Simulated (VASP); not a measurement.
A run of VASP 6.6.1 is set up as follows.

INCAR

```
PREC = Accurate
ENCUT = 600
EDIFF = 1E-7
ISMEAR = 0
SIGMA = 0.2
LREAL = False
LASPH = True
NELM = 200
ALGO = Normal
ISIF = 3
LWAVE = False
LCHARG = False
ISPIN = 2
MAGMOM = 4.76 0.18
LORBIT = 11
LMAXMIX = 4
LDAU = True
LDAUTYPE = 2
LDAUL = 2 -1
LDAUU = 3.9 0
LDAUJ = 0 0
LDAUPRINT = 1
GGA = PE
IBRION = 2
NSW = 80
EDIFFG = -0.001
GGA_COMPAT = False
NELMIN = 4
```

KPOINTS

```
Automatic mesh
0
Gamma
  16 16 16
```

POSCAR

```
MnO
1.0
    0.0000000000      2.2663118361      2.2663118361
    2.2663118361      0.0000000000      2.2663118361
    2.2663118361      2.2663118361      0.0000000000
Mn O
1 1
Direct
    0.0000000000      0.0000000000      0.0000000000
    0.5000000000      0.5000000000      0.5000000000
```

Potentials or basis: VASP PAW PBE potentials, release 64 (Mn_pv, O).

The run is started by

```console
$ cat potpaw_PBE.64/Mn_pv/POTCAR potpaw_PBE.64/O/POTCAR > POTCAR
$ mpirun -np 1 vasp_std > vasp.out
```

(1) Predict the site moments.

(2) Estimate the space group after relaxing (to 0.1 Å).

## Answers

(1) Mn +4.63; O +0.14 μB.

(2) Fm-3m (No. 225).

Caveat: a cell with one magnetic atom can't hold antiferromagnetic order, which such compounds often take.
